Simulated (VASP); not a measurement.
Set up this calculation in VASP 6.6.1, as the native input.

```
Task                   : single point
Functional             : PBE
Potentials or basis    : VASP PAW PBE potentials, release 64 (K_sv, Br)
Cutoff                 : 520 eV
k mesh                 : 6 × 6 × 6
Occupations            : fermi-dirac, width 0.02 eV
Spin                   : no spin polarisation
Dipole correction      : no
Further INCAR settings : ALGO = Normal; EDIFF = 1e-06; NBANDS = 15
```

The structure of KBr lies in POSCAR:

```
KBr
1.0
    0.1279070656      3.4301548857      3.4301548857
    3.4301548857      0.1279070656      3.4301548857
    3.4301548857      3.4301548857      0.1279070656
K Br
1 1
Direct
    0.0000000000      0.0000000000      0.0000000000
    0.5000000000      0.5000000000      0.5000000000
```

This cell differs from its parent crystal: strain along [111] +5.8%.

These files were run (other wordings do the same):

INCAR

```
PREC     = Accurate       # precision mode
ENCUT    = 520            # plane-wave cutoff, eV
EDIFF    = 1E-6           # SCF threshold, eV
ISMEAR   = -1             # smearing method
SIGMA    = 0.02           # smearing width, eV
LREAL    = F              # projectors in reciprocal space
LASPH    = T              # aspherical terms in the spheres
NELM     = 100            # most SCF steps
ALGO     = Normal         # electronic algorithm
ISIF     = 2              # what is computed and relaxed
LWAVE    = F              # write WAVECAR
LCHARG   = T              # write CHGCAR
GGA      = PE             # functional
LELF     = T              # ELF
LVHAR    = T            
NBANDS   = 15             # bands
```

KPOINTS

```
Automatic mesh
0
Gamma
  6 6 6
```

Potentials or basis: VASP PAW PBE potentials, release 64 (K_sv, Br).

Launch:

```console
$ cat potpaw_PBE.64/K_sv/POTCAR potpaw_PBE.64/Br/POTCAR > POTCAR
$ mpirun -np 1 vasp_std > vasp.out
```

Results of the run:

```json
{
 "Pressure": "-0.1 GPa",
 "Band gap on the k mesh": "4.22 eV, direct"
}
```

Caveat: the cell differs from its parent crystal (strain along [111] +5.8%).

It took 14 s on 1 thread of Intel(R) Xeon(R) 6975P-C (Granite Rapids) (shared host), peak memory 0.22 GiB.
